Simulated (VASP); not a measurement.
Wanted: the native input for a VASP 6.6.1 run.

```yaml
Task: electric field gradients
Functional: PBE
Potentials_or_basis: VASP PAW PBE potentials, release 64 (Ni)
Cutoff: 520 eV
k_mesh: 20 × 20 × 20
Occupations: fermi-dirac, width 0.05 eV
Spin: collinear spin, ferromagnetic start
Starting_moments: "[1.5] μB"
Dipole_correction: no
Further_INCAR_settings: ALGO = Normal; EDIFF = 1e-08; NBANDS = 15
```

The structure of Ni lies in POSCAR:

```
Ni
1.0
    0.0000000000      1.7318592609      1.7318592609
    1.7318592609      0.0000000000      1.7318592609
    1.7318592609      1.7318592609      0.0000000000
Ni
1
Direct
    0.0000000000      0.0000000000      0.0000000000
```

One way to write it, as run:

INCAR

```
PREC = Accurate ; ENCUT = 520
EDIFF = 1E-8 ; ISMEAR = -1
SIGMA = 0.05 ; LREAL = F
LASPH = T ; NELM = 150
ALGO = Normal ; ISIF = 2
LWAVE = F ; LCHARG = F
ISPIN = 2 ; MAGMOM = 1.5
LORBIT = 11 ; LMAXMIX = 4
GGA = PE ; LEFG = T
NBANDS = 15
```

KPOINTS

```
regular mesh
0
Gamma
  20 20 20
```

Potentials or basis: VASP PAW PBE potentials, release 64 (Ni).

The run is started by

```bash
$ cat potpaw_PBE.64/Ni/POTCAR > POTCAR
$ mpirun -np 1 vasp_std > vasp.out
```

Results of the run:

The pressure is 10.4 GPa. The net moment is 0.62 μB per cell. The site moments are Ni +0.63 μB. The largest electric field gradient by atom is under 0.05 V/Å² on every atom and the valence electrons inside the program's atomic spheres are Ni 9.40.

Caveat: the cell stands under pressure.

It took 70 s on 1 thread of Intel(R) Xeon(R) Platinum 8488C (Sapphire Rapids) (shared host), peak memory 0.17 GiB.
